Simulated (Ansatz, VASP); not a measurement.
AlN in VASP and in Ansatz

INCAR

```
SYSTEM = AlN
ALGO = Normal
EDIFF = 1E-6
ENCUT = 520
GGA = PS
ISIF = 2
ISMEAR = 0
LASPH = .True.
LCHARG = .False.
LREAL = .False.
LWAVE = .False.
NBANDS = 16
NELM = 100
PREC = Accurate
SIGMA = 0.05
```

File KPOINTS:

```
k-points
0
Gamma
  9 9 6
  0 0 0
```

POSCAR

```
AlN
1.0
    3.3412000000      0.0000000000      0.0000000000
   -1.6706000000      2.8935640791      0.0000000000
    0.0000000000      0.0000000000      3.9756000000
Al N
2 2
Direct
    0.3333333333      0.6666666667      0.7500000000
    0.6666666667      0.3333333333      0.2500000000
    0.3333333333      0.6666666667      0.2500000000
    0.6666666667      0.3333333333      0.7500000000
```

Input for Ansatz:

```yaml
crystal:
  lattice:
    - [3.3412, 0.0, 0.0]
    - [-1.6706, 2.8935640791, 0.0]
    - [0.0, 0.0, 3.9756]
  atoms:
    - { symbol: Al, position: [0.3333333333, 0.6666666667, 0.75] }
    - { symbol: Al, position: [0.6666666667, 0.3333333333, 0.25] }
    - { symbol: "N", position: [0.3333333333, 0.6666666667, 0.25] }
    - { symbol: "N", position: [0.6666666667, 0.3333333333, 0.75] }
basis:
  ecutwfc: 520.0
kpoints:
  mp_grid: { grid: [9, 9, 6] }
hamiltonian:
  xc: pbesol
scf:
  occupations: { method: gaussian, width: 0.05 }
output:
  forces: true
  stress: true
  eigenvalues: true
```

Alike in both runs: task single point; functional PBEsol; k mesh 9 × 9 × 6; occupations gaussian, width 0.05 eV; no spin polarisation.

|  | VASP | Ansatz |
| --- | --- | --- |
| version | VASP 6.6.1 | Ansatz 0.2.0 |
| potentials or method | VASP PAW PBE potentials, release 64 (Al, N), cutoff 520 eV | scalar-relativistic, plane waves, PAW |
| valence electrons in the cell | 16 | 16 |

```csv
,VASP,Ansatz,Ansatz less VASP
gap on the k mesh at the Fermi level (eV),3.59,3.58,-0.012
least direct gap on the mesh (eV),3.59,3.58,-0.012
pressure (GPa),3.5,3.6,+0.06
"traceless stress, the component that is largest in VASP (GPa)",8.20,8.16,-0.041
```

VASP's potentials were made for PBE, not for PBEsol. The functional is the same, so the differences come from potentials, cutoffs and numerics.
